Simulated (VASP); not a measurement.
Wanted: the native input for a VASP 6.6.1 run.

| Quantity | Value |
| --- | --- |
| Task | single point |
| Functional | r2SCAN |
| Potentials or basis | VASP PAW PBE potentials, release 64 (B, N) |
| Cutoff | 520 eV |
| k mesh | 12 × 12 × 6 |
| Occupations | gaussian, width 0.05 eV |
| Spin | no spin polarisation |
| Dipole correction | no |
| Further INCAR settings | ALGO = Normal; EDIFF = 1e-07; NBANDS = 16 |

BN:

```
CELL_PARAMETERS angstrom
2.54397 0.00000 0.00000
-1.27198 2.20314 0.00000
0.00000 0.00000 4.20774
ATOMIC_POSITIONS crystal
B 0.75435 0.39752 0.99980
B 0.33333 0.66667 0.49980
N 0.66667 0.33333 0.62520
N 0.33333 0.66667 0.12520
```

This cell differs from its parent crystal: atom 1 (B) moved +0.200 Å along Cartesian [1 1 0].

The input as run:

POSCAR

```
BN
1.0
    2.5439665232      0.0000000000      0.0000000000
   -1.2719832616      2.2031396355      0.0000000000
    0.0000000000      0.0000000000      4.2077449317
B N
2 2
Direct
    0.7543529677      0.3975241608      0.9997995909
    0.3333333333      0.6666666667      0.4997995909
    0.6666666667      0.3333333333      0.6252004091
    0.3333333333      0.6666666667      0.1252004091
```

INCAR.step1

```
SYSTEM = BN
  PREC = Accurate
  ENCUT = 520
  ISMEAR = 0
  SIGMA = 0.05
  LREAL = .FALSE.
  LASPH = .TRUE.
  NELM = 80
  NBANDS = 16
  GGA = PE
  ALGO = Normal
  EDIFF = 1E-4
  LWAVE = .TRUE.
  LCHARG = .FALSE.
```

INCAR.step2

```
SYSTEM = BN
  PREC = Accurate
  ENCUT = 520
  EDIFF = 1E-7
  ISMEAR = 0
  SIGMA = 0.05
  LREAL = .FALSE.
  LASPH = .TRUE.
  NELM = 80
  ALGO = Normal
  ISIF = 2
  LWAVE = .FALSE.
  LCHARG = .TRUE.
  METAGGA = R2SCAN
  LMIXTAU = .TRUE.
  LELF = .TRUE.
  LVHAR = .TRUE.
  NBANDS = 16
  ISTART = 1
```

KPOINTS

```
Automatic mesh
0
G
  12 12 6
  0 0 0
```

Potentials or basis: VASP PAW PBE potentials, release 64 (B, N).

Command:

```bash
$ cat potpaw_PBE.64/B/POTCAR potpaw_PBE.64/N/POTCAR > POTCAR
$ cp INCAR.step1 INCAR
$ mpirun -np 1 vasp_std > vasp.out
$ cp INCAR.step2 INCAR
$ mpirun -np 1 vasp_std > vasp.out
```

It gave:

```json
{
 "Pressure": "8.3 GPa",
 "Largest force": "6.285 eV/Å",
 "Band gap on the k mesh": "4.79 eV (least direct gap 7.37 eV)"
}
```

Caveat: the cell differs from its parent crystal (atom 1 (B) moved +0.200 Å along Cartesian [1 1 0]); the stress differs along the axes, from 4 to 13 GPa; the PAW data sets were made with another functional, which shifts forces and pressure a little.

Run time: 4.2 min on 1 thread of Intel(R) Xeon(R) 6975P-C (Granite Rapids) (shared host), peak memory 0.24 GiB.
